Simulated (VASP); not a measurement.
# Sn: single point with PBE

The system is Sn.

```
Sn
1.0
    -1.66577    1.76563    2.29581
     1.74442   -1.79906    2.37926
     1.68238    1.81521   -2.32119
Sn
1
Cartesian
  -0.0176 0.0062 -0.0314
```

This cell differs from its parent crystal: the cell strained at random.

```yaml
Program: VASP 6.6.1
Task: single point
Functional: PBE
Potentials_or_basis: VASP PAW PBE potentials, release 64 (Sn_d)
Cutoff: 500 eV
k_mesh: 11 × 11 × 11
Occupations: fermi-dirac, width 0.05 eV
Spin: no spin polarisation
Dipole_correction: no
Further_INCAR_settings: ALGO = Normal; EDIFF = 1e-06; NBANDS = 13
```

| Quantity | Value |
| --- | --- |
| Pressure | -1.0 GPa |
| Band gap on the k mesh | zero (bands 7 and 8 overlap by 8.58 eV) |

Stress tensor (GPa, compression positive):
```
-0.17 -0.02 -0.62
-0.02 -2.02  0.18
-0.62  0.18 -0.91
```

Levels at points of the mesh, in eV from the Fermi level:
```csv
k point,band 5,band 6,band 7,band 8,band 9,band 10
"(0.00, 0.00, 0.00)",-21.47,-10.77,6.75,7.10,7.81,10.76
```

It took 3.3 min on 1 thread of Intel Xeon 8259CL, with other jobs on the host, peak memory 0.33 GiB.

Caveat: the cell differs from its parent crystal (the cell strained at random); spin-orbit coupling is left out, which moves the levels of the heavy elements.
